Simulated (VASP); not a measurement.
The system is SrVO3.

```
Sr V O
1.0
     3.84090    0.00000    0.00000
     0.00000    3.84090    0.00000
     0.00000    0.00000    3.84090
Sr V O
1 1 3
Direct
  0.50000 0.50000 0.50000
  0.00000 0.00000 0.00000
  0.00000 0.00000 0.50000
  0.00000 0.50000 0.00000
  0.50000 0.00000 0.00000
```

```yaml
Program: VASP 6.6.1
Task: relaxation of cell and atoms
Functional: revPBE
Potentials_or_basis: VASP PAW PBE potentials, release 64 (Sr_sv, V_sv, O)
Cutoff: 600 eV
k_mesh: 5 × 5 × 5
Occupations: fermi-dirac, width 0.05 eV
Spin: collinear spin, ferromagnetic start
Starting_moments: "[0.0, 2.0, 0.0, 0.0, 0.0] μB"
```

At the start: pressure 7.6 GPa; volume 11.33 Å³/atom.

Question: Where does the relaxation end?

Answer: Over 3 steps the energy falls by 11.1 meV/atom and the volume is 11.82 Å³/atom (+4.3 %); space group Pm-3m (No. 221, to 0.1 Å) before and after; moment 0.76 μB per cell.

Step by step:
```csv
step,energy change (eV),largest force (eV/Å),pressure (GPa),volume (Å³)
1,0.0000,0.0000,7.64,56.66
2,-0.0184,0.0000,-5.40,61.21
3,-0.0554,0.0000,-0.01,59.09
```

Final structure:
```
Sr V O
1.0
     3.89504    0.00000    0.00000
     0.00000    3.89504    0.00000
     0.00000    0.00000    3.89504
Sr V O
1 1 3
Cartesian
  1.9475 1.9475 1.9475
  0.0000 0.0000 0.0000
  0.0000 0.0000 1.9475
  0.0000 1.9475 0.0000
  1.9475 0.0000 0.0000
```

Caveat: the PAW data sets were made with another functional, which shifts forces and pressure a little.
